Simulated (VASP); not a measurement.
Set up this calculation in VASP 6.6.1, as the native input.

```yaml
Task: single point
Functional: PBE
Potentials_or_basis: VASP PAW PBE potentials, release 64 (Mo_sv)
Cutoff: 520 eV
k_mesh: 16 × 16 × 16
Occupations: gaussian, width 0.1 eV
Spin: no spin polarisation
Dipole_correction: no
Further_INCAR_settings: ALGO = Normal; EDIFF = 1e-07; NBANDS = 13
```

The structure of Mo lies in POSCAR:

```
Mo
1.0
    0.0000000000      1.8969210000      1.9573710000
    1.9573710000      0.0000000000      1.9573710000
    1.9573710000      1.8969210000      0.0000000000
Mo
1
Direct
    0.0000000000      0.0000000000      0.0000000000
```

This cell differs from its parent crystal: strained.

These files were run (other wordings do the same):

INCAR

```
SYSTEM = Mo
PREC     = Accurate       ! precision mode
ENCUT    = 520            ! plane-wave cutoff, eV
EDIFF    = 1E-7           ! SCF threshold, eV
ISMEAR   = 0              ! smearing method
SIGMA    = 0.1            ! smearing width, eV
LREAL    = .False.        ! projectors in reciprocal space
LASPH    = .True.         ! aspherical terms in the spheres
NELM     = 60             ! most SCF steps
ALGO     = Normal         ! electronic algorithm
ISIF     = 2              ! what is computed and relaxed
LWAVE    = .False.        ! write WAVECAR
LCHARG   = .False.        ! write CHGCAR
GGA      = PE             ! functional
NBANDS   = 13             ! bands
```

KPOINTS

```
Automatic mesh
0
Gamma
  16 16 16
  0 0 0
```

Potentials or basis: VASP PAW PBE potentials, release 64 (Mo_sv).

The run is started by

```console
$ cat potpaw_PBE.64/Mo_sv/POTCAR > POTCAR
$ mpirun -np 1 vasp_std > vasp.out
```

It gave:

```yaml
Pressure: 29.3 GPa
Band_gap_on_the_k_mesh: zero (bands 7 and 8 overlap by 5.37 eV)
```

Caveat: the cell differs from its parent crystal (strained); the stress differs along the axes, from 24 to 32 GPa.

It took 55 s on 1 thread of AMD EPYC 7R43 64-Core Processor (Zen 3), with other jobs on the host, peak memory 0.14 GiB.
